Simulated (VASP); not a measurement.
# AlN (Fm-3m) in VASP: further runs

Runs on AlN. Level: PBE. Tasks: single point.

All numbers are computed with VASP 6.6.1; they aren't measurements. Logs are shortened: lines on timing, memory, paths and dates and some standing lists are left out, and cuts for length are marked.

**1. The cell of the first run**

It takes space group Fm-3m (No. 225, cubic). The conventional cell has a = 3.889 Å, b = 3.889 Å, c = 3.889 Å, α = 90.00°, β = 90.00°, γ = 90.00°. Within 2.6 Å of Al (site symmetry m-3m) lie 6 N at 1.94 Å. N (site symmetry m-3m) has 6 Al at 1.94 Å within 2.6 Å.

**2. Single point, PBE (volume scaled by 0.95)**

INCAR reads:

```
SYSTEM = AlN
PREC = Accurate
ENCUT = 520
EDIFF = 1E-7
ISMEAR = -1
SIGMA = 0.02
LREAL = .FALSE.
LASPH = .TRUE.
NELM = 100
ALGO = Normal
ISIF = 2
LWAVE = .FALSE.
LCHARG = .FALSE.
GGA = PE
NBANDS = 11
```

KPOINTS reads:

```
Automatic mesh
0
G
  10 10 10
  0 0 0
```

POSCAR reads:

```
AlN
1.0
    0.0000000000      1.9444680984      1.9444680984
    1.9444680984      0.0000000000      1.9444680984
    1.9444680984      1.9444680984      0.0000000000
Al N
1 1
Direct
    0.0000000000      0.0000000000      0.0000000000
    0.5000000000      0.5000000000      0.5000000000
```

Potentials or basis: VASP PAW PBE potentials, release 64 (Al, N).

Launch:

```bash
$ cat potpaw_PBE.64/Al/POTCAR potpaw_PBE.64/N/POTCAR > POTCAR
$ mpirun -np 1 vasp_std > vasp.out
```

OUTCAR:

```text
SYSTEM = AlN
   PREC = Accurate
   ENCUT = 520
   EDIFF = 1E-7
   ISMEAR = -1
   LREAL = .FALSE.
   LASPH = .TRUE.
   NELM = 100
   ISIF = 2
   GGA = PE

 ion  position               nearest neighbor table
   1  0.000  0.000  0.000-   2 1.94   2 1.94   2 1.94   2 1.94   2 1.94   2 1.94
   2  0.500  0.500  0.500-   1 1.94   1 1.94   1 1.94   1 1.94   1 1.94   1 1.94

  LATTYP: Found a face centered cubic cell.
 ALAT       =     3.8889361968

  Lattice vectors:

 A1 = (   0.0000000000,   1.9444680984,   1.9444680984)
 A2 = (   1.9444680984,   0.0000000000,   1.9444680984)
 A3 = (   1.9444680984,   1.9444680984,   0.0000000000)

Analysis of symmetry for initial positions (statically):
=====================================================================
 Subroutine PRICEL returns:
 Original cell was already a primitive cell.

 Routine SETGRP: Setting up the symmetry group for a
 face centered cubic supercell.

 Subroutine GETGRP returns: Found 48 space group operations
[... 9 lines left out ...]

 Routine SETGRP: Setting up the symmetry group for a
 face centered cubic supercell.

 Subroutine GETGRP returns: Found 48 space group operations
[... 11 lines left out ...]
                                     Primitive cell

  volume of cell :      14.7039

  direct lattice vectors                    reciprocal lattice vectors
     0.000000000  1.944468098  1.944468098    -0.257139729  0.257139729  0.257139729
     1.944468098  0.000000000  1.944468098     0.257139729 -0.257139729  0.257139729
     1.944468098  1.944468098  0.000000000     0.257139729  0.257139729 -0.257139729

  length of vectors
     2.749893156  2.749893156  2.749893156     0.445379075  0.445379075  0.445379075

  position of ions in fractional coordinates (direct lattice)
     0.000000000  0.000000000  0.000000000
     0.500000000  0.500000000  0.500000000

  ion indices of the primitive-cell ions
   primitive index   ion index
                 1           1
                 2           2

----------------------------------------------------------------------------------------

 KPOINTS: Automatic mesh

Automatic generation of k-mesh.
 Grid dimensions read from file:
 generate k-points for:   10   10   10

 Generating k-lattice:

  Cartesian coordinates                     Fractional coordinates (reciprocal lattice)
    -0.025713973  0.025713973  0.025713973     0.100000000  0.000000000  0.000000000
     0.025713973 -0.025713973  0.025713973     0.000000000  0.100000000  0.000000000
     0.025713973  0.025713973 -0.025713973     0.000000000  0.000000000  0.100000000

  Length of vectors
     0.044537908  0.044537908  0.044537908

  Shift w.r.t. Gamma in fractional coordinates (k-lattice)
     0.000000000  0.000000000  0.000000000

 Subroutine IBZKPT returns following result:
 ===========================================

 Found     47 irreducible k-points:

 Following reciprocal coordinates:
            Coordinates               Weight
  0.000000  0.000000  0.000000      1.000000
  0.100000  0.000000  0.000000      8.000000
  0.200000  0.000000  0.000000      8.000000
  0.300000  0.000000  0.000000      8.000000
  0.400000  0.000000  0.000000      8.000000
  0.500000  0.000000  0.000000      4.000000
[... 16 lines left out ...]
  0.300000  0.300000  0.000000      6.000000
  0.400000  0.300000  0.000000     24.000000
 [... further k-points ...]
   k-points           NKPTS =     47   k-points in BZ     NKDIM =     47   number of bands    NBANDS=     11
   number of dos      NEDOS =    301   number of ions     NIONS =      2
   total plane-waves  NPLWV =   8000
   dimension x,y,z NGX =    20 NGY =   20 NGZ =   20
   dimension x,y,z NGXF=    40 NGYF=   40 NGZF=   40
   ions per type =               1   1
   NGX,Y,Z   is equivalent  to a cutoff of  12.09, 12.09, 12.09 a.u.
   NGXF,Y,Z  is equivalent  to a cutoff of  24.18, 24.18, 24.18 a.u.
 SYSTEM =  AlN
   PREC   = accura    normal or accurate (medium, high low for compatibility)
   ISTART =      0    job   : 0-new  1-cont  2-samecut
   ICHARG =      2    charge: 1-file 2-atom 10-const
   ISPIN  =      1    spin polarized calculation?
   LNONCOLLINEAR =      F non collinear calculations
   LSORBIT =      F    spin-orbit coupling
   LASPH  =      T    aspherical Exc in radial PAW
   ENCUT  =  520.0 eV  38.22 Ry    6.18 a.u.   5.11  5.11  5.11*2*pi/ulx,y,z
   NELM   =    100;   NELMIN=  2; NELMDL= -5     # of ELM steps
   EDIFF  = 0.1E-06   stopping-criterion for ELM
   LREAL  =      F    real-space projection
   EDIFFG = 0.1E-05   stopping-criterion for IOM
   NSW    =      0    number of steps for IOM
   IBRION =     -1    ionic relax: 0-MD 1-quasi-New 2-CG
   NFREE  =      0    steps in history (QN), initial steepest desc. (CG)
   ISIF   =      2    stress and relaxation
   ISYM   =      2    0-nonsym 1-usesym 2-fastsym
   POTIM  = 0.5000    time-step for ionic-motion
   TEBEG  =    0.0;   TEEND  =   0.0 temperature during run
   PSTRESS=    0.0 pullay stress
   NELECT =       8.0000    total number of electrons
   NUPDOWN=      -1.0000    fix difference up-down
   EMIN   =  10.00;   EMAX   =-10.00  energy-range for DOS
   EFERMI =   0.00;   METHOD = LEGACY
   ISMEAR =    -1;   SIGMA  =   0.02  broadening in eV -4-tet -1-fermi 0-gaus
   EFERMI_NEDOS =   21; number of points for ismear=-14 and -15
   IALGO  =     38    algorithm
   IMIX   =      4    mixing-type and parameters
     AMIX     =   0.40;   BMIX     =  1.00
     AMIX_MAG =   1.60;   BMIX_MAG =  1.00
  volume/ion in A,a.u.               =       7.35        49.61
  Fermi-wavevector in a.u.,A,eV,Ry     =   1.336474  2.525571 24.302237  1.786164
  Thomas-Fermi vector in A             =   2.465098
   LORBIT       =      0    0 simple, 1 ext, 2 COOP (PROOUT), +10 PAW based schemes
   GGA     = PE    functional components
   LHFCALC =     F    Hartree Fock is set to
   AEXX    =    0.0000 exact exchange contribution
   IVDW    =     0    specifies the selected vdW correction
   LEPSILON=     F    determine dielectric tensor
   LRPA    =     F    only Hartree local field effects (RPA)
 non-spin polarized calculation
  energy-cutoff  :      520.00
  volume of cell :       14.70
 maximum number of plane-waves:       411
   NGX = 11   NGY = 11   NGZ = 11

 number of electron       7.9999998 magnetization

 Free energy of the ion-electron system (eV)
  ---------------------------------------------------
  ext. energy  EPLUGINS =         0.00000000
  ---------------------------------------------------
  free energy    TOTEN  =       -14.27660761 eV

  energy without entropy =      -14.27660761  energy(sigma->0) =      -14.27660761

 E-fermi :  11.9315     XC(G=0): -12.8436

 val. band max:       11.5545005297   @ k =   0.0000   0.0000   0.0000
 cond. band min:      16.6330886388   @ k =   0.5000   0.5000   0.0000
 fundamental gap:      5.0785881091
 Fermi energy:        11.9315273297

 k-point     1 :       0.0000    0.0000    0.0000
  band No.  band energies     occupation
      1      -7.1077      2.00000
      2      11.5545      2.00000
      3      11.5545      2.00000
      4      11.5545      2.00000
      5      19.0213      0.00000
      6      24.0907      0.00000
      7      24.0907      0.00000
      8      24.0907      0.00000
      9      29.5591      0.00000
     10      30.2173      0.00000
     11      30.2173      0.00000

 k-point     2 :       0.1000    0.0000    0.0000
  band No.  band energies     occupation
      1      -6.8788      2.00000
      2      10.5182      2.00000
      3      11.4039      2.00000
      4      11.4039      2.00000
      5      19.5632      0.00000
      6      23.2065      0.00000
      7      24.4521      0.00000
      8      24.4521      0.00000
      9      28.9430      0.00000
     10      28.9430      0.00000
     11      31.1982      0.00000

 k-point     3 :       0.2000    0.0000    0.0000
  band No.  band energies     occupation
      1      -6.2112      2.00000
      2       8.2266      2.00000
      3      11.0407      2.00000
      4      11.0407      2.00000
      5      19.7730      0.00000
      6      23.1509      0.00000
      7      24.8961      0.00000
      8      24.8961      0.00000
      9      28.2485      0.00000
     10      28.2485      0.00000
     11      30.9885      0.00000

 k-point     4 :       0.3000    0.0000    0.0000
  band No.  band energies     occupation
      1      -5.1773      2.00000
      2       5.6643      2.00000
      3      10.6410      2.00000
      4      10.6410      2.00000
      5      19.1200      0.00000
      6      24.3817      0.00000
      7      24.3817      0.00000
      8      24.6038      0.00000
      9      29.7109      0.00000
     10      29.7109      0.00000
     11      30.0403      0.00000

 k-point     5 :       0.4000    0.0000    0.0000
  band No.  band energies     occupation
      1      -3.9990      2.00000
      2       3.4612      2.00000
      3      10.3485      2.00000
      4      10.3485      2.00000
      5      18.6204      0.00000
      6      23.7639      0.00000
      7      23.7639      0.00000
      8      26.0289      0.00000
      9      29.3186      0.00000
     10      32.1215      0.00000
     11      32.1215      0.00000
[... 211 lines left out ...]
 k-point    21 :      -0.3000    0.2000    0.0000
  band No.  band energies     occupation
      1      -3.7651      2.00000
      2       4.6791      2.00000
      3       7.4499      2.00000
      4      10.2003      2.00000
      5      20.6662      0.00000
      6      22.4279      0.00000
      7      24.3735      0.00000
      8      25.1107      0.00000
      9      29.4262      0.00000
     10      32.2268      0.00000
     11      34.3046      0.00000

 k-point    22 :      -0.2000    0.2000    0.0000
  band No.  band energies     occupation
      1      -4.8433      2.00000
      2       6.3080      2.00000
      3       8.2218      2.00000
      4      10.6934      2.00000
      5      21.4362      0.00000
      6      22.0783      0.00000
      7      23.8335      0.00000
      8      25.3519      0.00000
      9      27.2005      0.00000
     10      31.9499      0.00000
     11      34.0839      0.00000

 k-point    23 :       0.3000    0.3000    0.0000
  band No.  band energies     occupation
      1      -4.5715      2.00000
      2       6.3951      2.00000
      3       9.2887      2.00000
      4       9.2887      2.00000
      5      18.1505      0.00000
      6      19.7435      0.00000
      7      24.7560      0.00000
      8      28.6319      0.00000
      9      28.6319      0.00000
     10      33.2107      0.00000
     11      37.5611      0.00000

 k-point    24 :       0.4000    0.3000    0.0000
  band No.  band energies     occupation
      1      -3.6971      2.00000
      2       5.2140      2.00000
      3       8.4218      2.00000
      4       9.0009      2.00000
      5      18.0484      0.00000
      6      19.3340      0.00000
      7      25.1689      0.00000
      8      28.6641      0.00000
      9      29.5899      0.00000
     10      34.7226      0.00000
     11      38.1895      0.00000

 [... further k-points ...]
[... 5 lines left out ...]
  --------------------------------------------------------------------------------------
  -------------------------------------------------------------------------------------
  Total        4.1175068      4.1175068      4.1175068     -0.0000000     -0.0000000      0.0000000
  in kB      448.6549253    448.6549253    448.6549253     -0.0000000     -0.0000000      0.0000000
  external PRESSURE =     448.6549253 kB  Pullay stress =       0.0000000 kB

 VOLUME and BASIS-vectors are now :
 -----------------------------------------------------------------------------
  energy-cutoff  :      520.00
  volume of cell :       14.70
      direct lattice vectors                 reciprocal lattice vectors
     0.000000000  1.944468098  1.944468098    -0.257139729  0.257139729  0.257139729
     1.944468098  0.000000000  1.944468098     0.257139729 -0.257139729  0.257139729
     1.944468098  1.944468098  0.000000000     0.257139729  0.257139729 -0.257139729

 POSITION                                       TOTAL-FORCE (eV/Angst)
 -----------------------------------------------------------------------------------
      0.00000      0.00000      0.00000         0.000000      0.000000      0.000000
      1.94447      1.94447      1.94447        -0.000000     -0.000000     -0.000000
 -----------------------------------------------------------------------------------
    total drift:                                0.000000      0.000000      0.000000

  FREE ENERGIE OF THE ION-ELECTRON SYSTEM (eV)
  ---------------------------------------------------
  free  energy   TOTEN  =       -14.2766076063 eV

  energy  without entropy=      -14.2766076063  energy(sigma->0) =      -14.27660761
```

Wall time 9.5 s (1 thread of Intel Xeon 8259CL, shared host); peak memory 0.12 GiB.

What came out:

| Item | Value |
| --- | --- |
| Free energy | -14.2766 eV |
| Pressure | 44.9 GPa |
| Band gap on the k mesh | 5.08 eV, indirect (least direct gap 7.47 eV) |

Levels at points of the mesh, in eV from the valence-band top:
| k point | band 2 | band 3 | band 4 | band 5 | band 6 | band 7 |
| --- | --- | --- | --- | --- | --- | --- |
| (0.00, 0.00, 0.00) | 0.00 | 0.00 | 0.00 | 7.47 | 12.54 | 12.54 |
| (0.50, 0.00, 0.00) | -9.09 | -1.31 | -1.31 | 6.90 | 11.98 | 11.98 |
| (0.50, 0.50, 0.00) | -8.20 | -3.11 | -3.11 | 5.08 | 5.79 | 15.54 |

 A k mesh can miss the band edges.

**3. Single point, PBE (volume scaled by 0.975)**

INCAR reads:

```
PREC = Accurate ; ENCUT = 520
EDIFF = 1E-6 ; ISMEAR = -1
SIGMA = 0.02 ; LREAL = F
LASPH = T ; NELM = 80
ALGO = Normal ; ISIF = 2
LWAVE = F ; LCHARG = T
GGA = PE ; LELF = T
LVHAR = T ; NBANDS = 11
```

KPOINTS reads:

```
Automatic mesh
0
Gamma
  10 10 10
```

POSCAR reads:

```
AlN
1.0
    0.0000000000      1.9613773654      1.9613773654
    1.9613773654      0.0000000000      1.9613773654
    1.9613773654      1.9613773654      0.0000000000
Al N
1 1
Direct
    0.0000000000      0.0000000000      0.0000000000
    0.5000000000      0.5000000000      0.5000000000
```

Potentials or basis: VASP PAW PBE potentials, release 64 (Al, N).

Launch:

```bash
$ cat potpaw_PBE.64/Al/POTCAR potpaw_PBE.64/N/POTCAR > POTCAR
$ mpirun -np 1 vasp_std > vasp.out
```

OUTCAR:

```text
PREC = Accurate
   ENCUT = 520
   EDIFF = 1E-6
   ISMEAR = -1
   LREAL = F
   LASPH = T
   NELM = 80
   ISIF = 2
   GGA = PE

 ion  position               nearest neighbor table
   1  0.000  0.000  0.000-   2 1.96   2 1.96   2 1.96   2 1.96   2 1.96   2 1.96
   2  0.500  0.500  0.500-   1 1.96   1 1.96   1 1.96   1 1.96   1 1.96   1 1.96

  LATTYP: Found a face centered cubic cell.
 ALAT       =     3.9227547308

  Lattice vectors:

 A1 = (   0.0000000000,   1.9613773654,   1.9613773654)
[... 512 lines left out ...]
      5      17.6639      0.00000
      6      18.7095      0.00000
      7      24.4780      0.00000
      8      27.9555      0.00000
      9      28.8424      0.00000
     10      34.0512      0.00000
     11      37.4015      0.00000

 [... further k-points ...]
[... 5 lines left out ...]
  --------------------------------------------------------------------------------------
  -------------------------------------------------------------------------------------
  Total        3.2459709      3.2459709      3.2459709     -0.0000000     -0.0000000      0.0000000
  in kB      344.6209900    344.6209900    344.6209900     -0.0000000     -0.0000000      0.0000000
  external PRESSURE =     344.6209900 kB  Pullay stress =       0.0000000 kB

 VOLUME and BASIS-vectors are now :
 -----------------------------------------------------------------------------
  energy-cutoff  :      520.00
  volume of cell :       15.09
      direct lattice vectors                 reciprocal lattice vectors
     0.000000000  1.961377365  1.961377365    -0.254922897  0.254922897  0.254922897
     1.961377365  0.000000000  1.961377365     0.254922897 -0.254922897  0.254922897
     1.961377365  1.961377365  0.000000000     0.254922897  0.254922897 -0.254922897

 POSITION                                       TOTAL-FORCE (eV/Angst)
 -----------------------------------------------------------------------------------
      0.00000      0.00000      0.00000        -0.000000      0.000000      0.000000
      1.96138      1.96138      1.96138         0.000000     -0.000000     -0.000000
 -----------------------------------------------------------------------------------
    total drift:                               -0.000000     -0.000000      0.000000

  FREE ENERGIE OF THE ION-ELECTRON SYSTEM (eV)
  ---------------------------------------------------
  free  energy   TOTEN  =       -14.3724844770 eV

  energy  without entropy=      -14.3724844770  energy(sigma->0) =      -14.37248448
```

It took 11 s on 1 thread of Intel Xeon 8259CL, shared host; peak memory 0.13 GiB.

Results:

* Free energy: -14.3725 eV
* Pressure: 34.5 GPa
* Band gap on the k mesh: 5.13 eV, indirect (least direct gap 7.05 eV)

 A k mesh can miss the band edges.

**4. Single point, PBE (volume scaled by 1.025)**

INCAR reads:

```
SYSTEM = AlN
PREC     = Accurate       ! precision mode
ENCUT    = 520            ! plane-wave cutoff, eV
EDIFF    = 1E-6           ! SCF threshold, eV
ISMEAR   = -1             ! smearing method
SIGMA    = 0.02           ! smearing width, eV
LREAL    = .FALSE.        ! projectors in reciprocal space
LASPH    = .TRUE.         ! aspherical terms in the spheres
NELM     = 60             ! most SCF steps
ALGO     = Normal         ! electronic algorithm
ISIF     = 2              ! what is computed and relaxed
LWAVE    = .FALSE.        ! write WAVECAR
LCHARG   = .FALSE.        ! write CHGCAR
GGA      = PE             ! functional
NBANDS   = 11             ! bands
```

KPOINTS reads:

```
regular mesh
0
G
  10 10 10
  0 0 0
```

POSCAR reads:

```
AlN
1.0
    0.0000000000      1.9943478488      1.9943478488
    1.9943478488      0.0000000000      1.9943478488
    1.9943478488      1.9943478488      0.0000000000
Al N
1 1
Direct
    0.0000000000      0.0000000000      0.0000000000
    0.5000000000      0.5000000000      0.5000000000
```

Launch:

```bash
$ cat potpaw_PBE.64/Al/POTCAR potpaw_PBE.64/N/POTCAR > POTCAR
$ mpirun -np 1 vasp_std > vasp.out
```

It took 9.1 s on 1 thread of Intel Xeon 8259CL, shared host; peak memory 0.14 GiB.

Results (log left out):

| Property | Result |
| --- | --- |
| Free energy | -14.4958 eV |
| Pressure | 17.0 GPa |
| Band gap on the k mesh | 5.01 eV, indirect (least direct gap 6.28 eV) |

Levels at points of the mesh, in eV from the valence-band top:
```
           k point  band 1  band 2  band 3  band 4  band 5  band 6  band 7  band 8
(0.00, 0.00, 0.00)  -17.93    0.00    0.00    0.00    6.28   12.30   12.30   12.30
(0.50, 0.00, 0.00)  -14.50   -8.57   -1.15   -1.15    6.40   11.33   11.33   13.92
(0.50, 0.50, 0.00)  -13.46   -7.66   -2.90   -2.90    5.01    5.23   14.56   17.90
```

**5. The runs side by side**

| cell | gap on the mesh (eV) | pressure (GPa) |
| --- | --- | --- |
| a = 2.750 Å, angles 60.0°, 2 atoms | 5.08 | 44.9 |
| a = 2.774 Å, angles 60.0°, 2 atoms | 5.13 | 34.5 |
| a = 2.820 Å, angles 60.0°, 2 atoms | 5.01 | 17.0 |

Alike in all rows: task single point; level PBE; potentials or basis VASP PAW PBE potentials, release 64 (Al, N); no spin polarisation; k mesh 10 × 10 × 10; cutoff (eV) 520; smearing fermi-dirac 0.02 eV.

Total energies depend on the potentials used, so only differences within one code and one set of settings carry meaning.
